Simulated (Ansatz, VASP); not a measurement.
Mg3Te2O: VASP beside Ansatz

```xyz
6
Lattice="4.7610 0.0000 0.0000 0.0000 4.7610 0.0000 0.0000 0.0000 7.4323" Properties=species:S:1:pos:R:3 pbc="T T T"
Mg    2.3805    0.0000    1.3351
Mg    0.0000    2.3805    1.3351
Mg    0.0000    0.0000    5.9434
Te    2.3805    2.3805   -0.1170
Te    0.0000    0.0000    2.9247
O     2.3805    2.3805    5.3945
```

Alike in both runs: functional PBE; k mesh 3 × 3 × 2; occupations gaussian, width 0.15 eV; no spin polarisation.

Ansatz relaxed the structure, and its values are those at the end. VASP's run is a single point on that final structure, the one shown.

```csv
,VASP,Ansatz
version,VASP 6.6.1,Ansatz 0.2.0
potentials or method,"VASP PAW PBE potentials, release 64 (Mg, Te, O), cutoff 600 eV","scalar-relativistic, plane waves, PAW"
valence electrons in the cell,24,68
```

|  | VASP | Ansatz | Ansatz less VASP |
| --- | --- | --- | --- |
| gap on the k mesh at the Fermi level (eV) | 0.22 | 0.22 | +0.005 |
| least direct gap on the mesh (eV) | 0.22 | 0.22 | +0.005 |
| pressure (GPa) | 0.0 | 0.0 | +0.02 |
| rms of the force components (eV/Å) | 0.017 | 0.013 | -0.0045 |

VASP's potentials hold 24 valence electrons a cell and Ansatz's 68, so a difference there can come from the potentials and not from the codes.

The k mesh is coarse, so the values compare programs but aren't converged. Neither program's run includes spin-orbit coupling.
